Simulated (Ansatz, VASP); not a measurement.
Sn: VASP beside Ansatz

The input INCAR:

```
SYSTEM = Sn
PREC     = Accurate       ! precision mode
ENCUT    = 520            ! plane-wave cutoff, eV
EDIFF    = 1E-6           ! SCF threshold, eV
ISMEAR   = -1             ! smearing method
SIGMA    = 0.1            ! smearing width, eV
LREAL    = .False.        ! projectors in reciprocal space
LASPH    = .True.         ! aspherical terms in the spheres
NELM     = 80             ! most SCF steps
ALGO     = Normal         ! electronic algorithm
ISIF     = 2              ! what is computed and relaxed
LWAVE    = .False.        ! write WAVECAR
LCHARG   = .False.        ! write CHGCAR
GGA      = CA             ! functional
NBANDS   = 21             ! bands
```

File KPOINTS:

```
regular mesh
0
Gamma
  12 12 7
  0 0 0
```

The input POSCAR:

```
Sn
1.0
    3.1493439653      0.0000000000      0.0000000000
   -1.5746719827      2.7274118792      0.0000000000
    0.0000000000      0.0000000000      5.2401483559
Sn
2
Direct
    0.3333333333      0.6666666667      0.2500000000
    0.6666666667      0.3333333333      0.7500000000
```

Input for Ansatz:

```yaml
crystal:
  lattice:
    - [3.1493439653, 0.0, 0.0]
    - [-1.5746719827, 2.7274118792, 0.0]
    - [0.0, 0.0, 5.2401483559]
  atoms:
    - { symbol: Sn, position: [0.3333333333, 0.6666666667, 0.25] }
    - { symbol: Sn, position: [0.6666666667, 0.3333333333, 0.75] }
hamiltonian:
  xc: lda
  pseudopotentials:
    kind: paw
    azcp:
      Sn: "pseudopotentials/Sn.paw.azcp"
basis:
  ecutwfc: 420
  fft_grid_basis: typed
kpoints:
  mp_grid: { grid: [12, 12, 7], shift: [0, 0, 0] }
magnetization:
  spin_polarized: false
scf:
  occupations: { method: fermi_dirac, width: 0.1 }
  lower_state_search: "off"
output:
  stress: true
  write_density: true
  write_potential: true
  elf: true
  volumetric_format: npy
```

Alike in both runs: task single point; functional LDA; k mesh 12 × 12 × 7; occupations fermi-dirac, width 0.1 eV; no spin polarisation.

```csv
,VASP,Ansatz
version,VASP 6.6.1,Ansatz 0.2.0
potentials or method,"VASP PAW LDA potentials, release 64 (Sn_d), cutoff 520 eV","plane waves (420 eV) with PAW, scalar-relativistic"
valence electrons in the cell,28,28
```

|  | VASP | Ansatz | Ansatz less VASP |
| --- | --- | --- | --- |
| pressure (GPa) | 10.2 | 10.2 | -0.08 |
| traceless stress, the component that is largest in VASP (GPa) | -2.07 | -2.05 | +0.025 |

Ansatz warns that its potentials were made for another functional, while VASP's fit it. LDA's correlation is that of Perdew and Zunger in VASP and of Perdew and Wang (1992) in Ansatz.
